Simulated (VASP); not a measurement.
Here is a VASP 6.6.1 calculation.

Contents of INCAR:

```
PREC = Accurate ; ENCUT = 520
EDIFF = 1E-7 ; ISMEAR = 0
SIGMA = 0.15 ; LREAL = F
LASPH = T ; NELM = 100
ALGO = Fast ; ISIF = 2
LWAVE = F ; LCHARG = T
GGA = PS ; LELF = T
LVHAR = T ; NBANDS = 51
```

File KPOINTS:

```
Automatic mesh
0
Gamma
  16 16 4
```

File POSCAR:

```
W
1.0
   -2.0300000000     -2.0300000000      0.0000000000
    2.0300000000     -2.0300000000      0.0000000000
   -0.8120000000     -0.8120000000     12.1800000000
W
6
Direct
   -0.3666600000      0.0000000000      0.9166500000
    0.4666733333      0.5000000000      0.0833166667
   -0.0999933333      0.0000000000      0.2499833333
    0.3333400000      0.5000000000      0.4166500000
   -0.2333266667      0.0000000000      0.5833166667
    0.2000066667      0.5000000000      0.7499833333
```

Potentials or basis: VASP PAW PBE potentials, release 64 (W_sv).

Run with:

```sh
$ cat potpaw_PBE.64/W_sv/POTCAR > POTCAR
$ mpirun -np 1 vasp_std > vasp.out
```

Task: What does it give for the pressure?

Result: -6.9 GPa.

Task: Predict the band gap on the k mesh.

Result: Zero (bands 42 and 43 overlap by 2.18 eV).

Task: Estimate the largest force.

Result: 2.251 eV/Å.

Forces on the atoms (eV/Å):
```
W   -0.860 -0.860 -1.894
W    0.860  0.860  1.894
W    0.069  0.069  0.251
W   -0.065 -0.065  0.090
W    0.065  0.065 -0.090
W   -0.069 -0.069 -0.251
```

Caveat: the cell differs from its parent crystal (the part above a cut slid along it); the stress differs along the axes, from -9 to -3 GPa; the PAW data sets were made with another functional, which shifts forces and pressure a little; spin-orbit coupling is left out, which moves the levels of the heavy elements.
